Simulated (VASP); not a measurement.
Input of a VASP 6.6.1 run:

The input INCAR:

```
SYSTEM = Ga
PREC     = Accurate       ! precision mode
ENCUT    = 520            ! plane-wave cutoff, eV
EDIFF    = 1E-6           ! SCF threshold, eV
ISMEAR   = -1             ! smearing method
SIGMA    = 0.05           ! smearing width, eV
LREAL    = .False.        ! projectors in reciprocal space
LASPH    = .True.         ! aspherical terms in the spheres
NELM     = 80             ! most SCF steps
ALGO     = Normal         ! electronic algorithm
ISIF     = 2              ! what is computed and relaxed
LWAVE    = .False.        ! write WAVECAR
LCHARG   = .True.         ! write CHGCAR
GGA      = PS             ! functional
LELF     = .True.         ! ELF
LVHAR    = .True.       
NBANDS   = 20             ! bands
```

KPOINTS

```
regular mesh
0
Gamma
  11 11 6
  0 0 0
```

Contents of POSCAR:

```
Ga
1.0
    3.0031658500      0.0000000000      0.0000000000
   -1.5015829250      2.6008179178      0.0000000000
    0.0000000000      0.0000000000      4.8651286769
Ga
2
Direct
    0.2933333333      0.6466666667      0.2200000000
    0.7066666667      0.3533333333      0.7800000000
```

Potentials or basis: VASP PAW PBE potentials, release 64 (Ga_d).

Run with:

```bash
$ cat potpaw_PBE.64/Ga_d/POTCAR > POTCAR
$ mpirun -np 1 vasp_std > vasp.out
```

(1) Estimate the largest force.

(2) What does it give for the band gap on the k mesh?

Results:

(1) 0.865 eV/Å.

(2) zero (band 13 reaches 8.95 eV, above the bottom of band 14 at 2.85 eV).

Caveat: the cell differs from its parent crystal (shortest bond scaled by 0.88); the PAW data sets were made with another functional, which shifts forces and pressure a little.
